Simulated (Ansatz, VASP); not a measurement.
**Tl: VASP beside Ansatz**

INCAR

```
SYSTEM = Tl
ALGO     = Normal         ! electronic algorithm
EDIFF    = 1E-6           ! SCF threshold, eV
ENCUT    = 500            ! plane-wave cutoff, eV
GGA      = PE             ! functional
GGA_COMPAT= .FALSE.      
ISIF     = 2              ! what is computed and relaxed
ISMEAR   = -5             ! smearing method
LASPH    = .TRUE.         ! aspherical terms in the spheres
LCHARG   = .FALSE.        ! write CHGCAR
LREAL    = .FALSE.        ! projectors in reciprocal space
LWAVE    = .FALSE.        ! write WAVECAR
NBANDS   = 12             ! bands
NELM     = 120            ! most SCF steps
PREC     = Accurate       ! precision mode
SIGMA    = 0.1            ! smearing width, eV
```

Contents of KPOINTS:

```
k-points
0
G
  6 6 6
  0 0 0
```

The input POSCAR:

```
Tl
1.0
   -1.9410000000      1.9410000000      1.9410000000
    1.9410000000     -1.9410000000      1.9410000000
    1.9410000000      1.9410000000     -1.9410000000
Tl
1
Direct
    0.0000000000      0.0000000000      0.0000000000
```

Input for Ansatz:

```yaml
crystal:
  lattice:
    - [-1.941, 1.941, 1.941]
    - [1.941, -1.941, 1.941]
    - [1.941, 1.941, -1.941]
  atoms:
    - { symbol: Tl, position: [0.0, 0.0, 0.0] }
basis:
  ecutwfc: 420
kpoints:
  mp_grid: { grid: [6, 6, 6] }
hamiltonian:
  xc: pbe
scf:
  occupations: { method: tetrahedron }
  max_iter: 80
  convergence: { dr2_threshold: "1e-11 eV" }
output:
  forces: true
  stress: true
  eigenvalues: true
```

Alike in both runs: task single point; functional PBE; k mesh 6 × 6 × 6; occupations tetrahedron; no spin polarisation.

|  | VASP | Ansatz |
| --- | --- | --- |
| version | VASP 6.6.1 | Ansatz 0.2.0 |
| potentials or method | VASP PAW PBE potentials, release 64 (Tl_d), cutoff 500 eV | scalar-relativistic, plane waves, PAW |
| valence electrons in the cell | 13 | 13 |

|  | VASP | Ansatz | Ansatz less VASP |
| --- | --- | --- | --- |
| gap on the k mesh at the Fermi level (eV) | none | none | - |
| pressure (GPa) | 2.0 | 2.0 | +0.05 |

A gap of «none» marks a metal or a gap that the smearing closes. With one functional, cell and mesh, what is left measures potentials, basis and numerics. Ansatz's warnings: band table not solved further, tetrahedron derivatives may miss energy slope.

The k mesh is coarse, so the values compare programs but aren't converged. Spin-orbit coupling is off throughout.
